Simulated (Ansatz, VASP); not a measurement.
## One calculation of TeRu, two programs

File INCAR:

```
SYSTEM = TeRu
ALGO     = Normal         ! electronic algorithm
EDIFF    = 1E-7           ! SCF threshold, eV
ENCUT    = 520            ! plane-wave cutoff, eV
ISIF     = 2              ! what is computed and relaxed
ISMEAR   = 0              ! smearing method
ISPIN    = 2              ! spin polarisation
LASPH    = .True.         ! aspherical terms in the spheres
LCHARG   = .False.        ! write CHGCAR
LMAXMIX  = 4              ! l up to which the mixer works
LORBIT   = 11             ! projections on sites
LREAL    = .False.        ! projectors in reciprocal space
LWAVE    = .False.        ! write WAVECAR
MAGMOM   = 4 4 0 0        ! initial moments
NBANDS   = 32             ! bands
NELM     = 150            ! most SCF steps
PREC     = Accurate       ! precision mode
SIGMA    = 0.05           ! smearing width, eV
```

File KPOINTS:

```
k-points
0
Gamma
  6 6 3
  0 0 0
```

File POSCAR:

```
TeRu
1.0
    3.4153846100      0.0000000000      0.0000000000
    0.0000000000      3.4153846100      0.0000000000
    0.0000000000      0.0000000000      6.8307692200
Ru Te
2 2
Direct
    0.0000000000      0.0000000000      0.0000000000
    0.0000000000      0.0000000000      0.5000000000
    0.5000000000      0.5000000000      0.2500000000
    0.5000000000      0.5000000000      0.7500000000
```

Input for Ansatz:

```yaml
crystal:
  lattice:
    - [3.41538461, 0.0, 0.0]
    - [0.0, 3.41538461, 0.0]
    - [0.0, 0.0, 6.83076922]
  atoms:
    - { symbol: Ru, position: [0.0, 0.0, 0.0], spin: 4.0 }
    - { symbol: Te, position: [0.5, 0.5, 0.25] }
    - { symbol: Ru, position: [0.0, 0.0, 0.5], spin: 4.0 }
    - { symbol: Te, position: [0.5, 0.5, 0.75] }
basis:
  ecutwfc: 420
  ecutrho_ratio: 4
kpoints:
  mp_grid: { grid: [6, 6, 3] }
hamiltonian:
  xc: lda
scf:
  occupations: { method: gaussian, width: 0.05 }
  lower_state_search: "off"
  max_iter: 150
output:
  forces: true
  stress: true
  eigenvalues: true
  populations: true
  hubbard: { sites: [{ site: 0, l: d }, { site: 2, l: d }] }
magnetization:
  spin_polarized: true
```

Alike in both runs: task single point; functional LDA; k mesh 6 × 6 × 3; occupations gaussian, width 0.05 eV; collinear spin.

|  | VASP | Ansatz |
| --- | --- | --- |
| version | VASP 6.6.1 | Ansatz 0.2.0 |
| potentials or method | VASP PAW LDA potentials, release 64 (Ru_pv, Te), cutoff 520 eV | scalar-relativistic, plane waves, PAW |
| valence electrons in the cell | 40 | 64 |

```tsv
	VASP	Ansatz	Ansatz less VASP
gap on the k mesh at the Fermi level (eV)	none	none	-
pressure (GPa)	-17.6	-17.6	-0.07
net moment per atom (μB)	0.31	0.32	+0.010
size of the moment on the site where the two differ most (μB)	0.60	0.63	+0.021
```

LDA's correlation is that of Perdew and Zunger in VASP and of Perdew and Wang (1992) in Ansatz. Site moments also hang on the region over which each program counts them. A gap of «none» marks a metal or a gap that the smearing closes. VASP's potentials hold 40 valence electrons a cell and Ansatz's 64, so a difference there can come from the potentials and not from the codes.

Neither program's run includes spin-orbit coupling.
